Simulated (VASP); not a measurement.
Write the native input for VASP 6.6.1 that does the following.

| Property | Result |
| --- | --- |
| Task | equation of state |
| Functional | RPBE |
| Potentials or basis | VASP PAW PBE potentials, release 64 (Ta_sv_GW) |
| Cutoff | 460 eV |
| k mesh | 14 × 14 × 14 |
| Occupations | methfessel-paxton, width 0.1 eV |
| Spin | no spin polarisation |
| Tolerance level | screening |
| Purpose | choice of potentials |
| Eos scales | [0.91, 0.94, 0.97, 1.0, 1.03, 1.06, 1.09] |
| Further INCAR settings | ALGO = Normal; EDIFF = 1e-07; NSW = 0 |

The structure of Ta lies in POSCAR.step2:

```
Ta
1.0
   -1.6175709496      1.6175709496      1.6175709496
    1.6175709496     -1.6175709496      1.6175709496
    1.6175709496      1.6175709496     -1.6175709496
Ta
1
Direct
    0.0000000000      0.0000000000      0.0000000000
```

The structure of Ta lies in POSCAR.step3:

```
Ta
1.0
   -1.6345992636      1.6345992636      1.6345992636
    1.6345992636     -1.6345992636      1.6345992636
    1.6345992636      1.6345992636     -1.6345992636
Ta
1
Direct
    0.0000000000      0.0000000000      0.0000000000
```

The structure of Ta lies in POSCAR.step4:

```
Ta
1.0
   -1.6512800000      1.6512800000      1.6512800000
    1.6512800000     -1.6512800000      1.6512800000
    1.6512800000      1.6512800000     -1.6512800000
Ta
1
Direct
    0.0000000000      0.0000000000      0.0000000000
```

The structure of Ta lies in POSCAR.step5:

```
Ta
1.0
   -1.6676303703      1.6676303703      1.6676303703
    1.6676303703     -1.6676303703      1.6676303703
    1.6676303703      1.6676303703     -1.6676303703
Ta
1
Direct
    0.0000000000      0.0000000000      0.0000000000
```

The structure of Ta lies in POSCAR.step6:

```
Ta
1.0
   -1.6836662614      1.6836662614      1.6836662614
    1.6836662614     -1.6836662614      1.6836662614
    1.6836662614      1.6836662614     -1.6836662614
Ta
1
Direct
    0.0000000000      0.0000000000      0.0000000000
```

The structure of Ta lies in POSCAR.step7:

```
Ta
1.0
   -1.6994023722      1.6994023722      1.6994023722
    1.6994023722     -1.6994023722      1.6994023722
    1.6994023722      1.6994023722     -1.6994023722
Ta
1
Direct
    0.0000000000      0.0000000000      0.0000000000
```

These files were run (other wordings do the same):

POSCAR.step1

```
Ta
1.0
   -1.6001763655      1.6001763655      1.6001763655
    1.6001763655     -1.6001763655      1.6001763655
    1.6001763655      1.6001763655     -1.6001763655
Ta
1
Direct
    0.0000000000      0.0000000000      0.0000000000
```

INCAR

```
GGA = RP ; ISMEAR = 1
SIGMA = 0.1 ; LWAVE = F
LCHARG = F ; ISIF = 2
NSW = 0 ; ENCUT = 460
PREC = Accurate ; LASPH = T
LREAL = F ; ALGO = Normal
EDIFF = 1E-7 ; NELM = 120
GGA_COMPAT = F
```

KPOINTS

```
k-points
0
Gamma
  14 14 14
```

Potentials or basis: VASP PAW PBE potentials, release 64 (Ta_sv_GW).

Command:

```bash
$ cat potpaw_PBE.64/Ta_sv_GW/POTCAR > POTCAR
$ cp POSCAR.step1 POSCAR
$ mpirun -np 1 vasp_std > vasp.out
$ cp POSCAR.step2 POSCAR
$ mpirun -np 1 vasp_std > vasp.out
$ cp POSCAR.step3 POSCAR
$ mpirun -np 1 vasp_std > vasp.out
$ cp POSCAR.step4 POSCAR
$ mpirun -np 1 vasp_std > vasp.out
$ cp POSCAR.step5 POSCAR
$ mpirun -np 1 vasp_std > vasp.out
$ cp POSCAR.step6 POSCAR
$ mpirun -np 1 vasp_std > vasp.out
$ cp POSCAR.step7 POSCAR
$ mpirun -np 1 vasp_std > vasp.out
```

It gave:

```
Equilibrium volume                      : 18.57 Å³/atom
Bulk modulus                            : 198 GPa
Pressure derivative of the bulk modulus : 3.5
```

Caveat: the PAW data sets were made with another functional, which shifts forces and pressure a little.

Run time: 2.6 min on 1 thread of Intel(R) Xeon(R) Platinum 8259CL CPU @ 2.50GHz (Skylake/Cascade Lake), on a shared host, peak memory 0.16 GiB.
